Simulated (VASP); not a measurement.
TePb, 2 atoms in the cell. Symmetry: Pm-3m, No. 221, cubic system. Conventional cell: a = 3.934 Å, b = 3.934 Å, c = 3.934 Å, α = 90.00°, β = 90.00°, γ = 90.00°. Within 4.5 Å of Pb (site symmetry m-3m) lie 8 Te at 3.41 Å and 6 Pb at 3.93 Å. Te (site symmetry m-3m) has 8 Pb at 3.41 Å and 6 Te at 3.93 Å within 4.5 Å. 

```yaml
Program: VASP 6.6.1
Task: single point
Functional: PBE
Dispersion: D3(BJ)
Potentials_or_basis: VASP PAW PBE potentials, release 64 (Pb_d, Te)
Cutoff: 520 eV
k_mesh: 7 × 7 × 7
Occupations: fermi-dirac, width 0.05 eV
Spin: no spin polarisation
Dipole_correction: no
Further_INCAR_settings: ALGO = Normal; EDIFF = 1e-07; NBANDS = 17
```

Potentials or basis: VASP PAW PBE potentials, release 64 (Pb_d, Te).

The run is started by

```bash
$ cat potpaw_PBE.64/Pb_d/POTCAR potpaw_PBE.64/Te/POTCAR > POTCAR
$ mpirun -np 1 vasp_std > vasp.out
```

Hardware: 1 thread of Intel Xeon 8259CL, on a shared host.

Q: Estimate the wall time of this run.

A: Run time: 30 s on 1 thread of Intel Xeon 8259CL, with other jobs on the host, peak memory 0.18 GiB. Counts: scf iterations 15, k points 20.
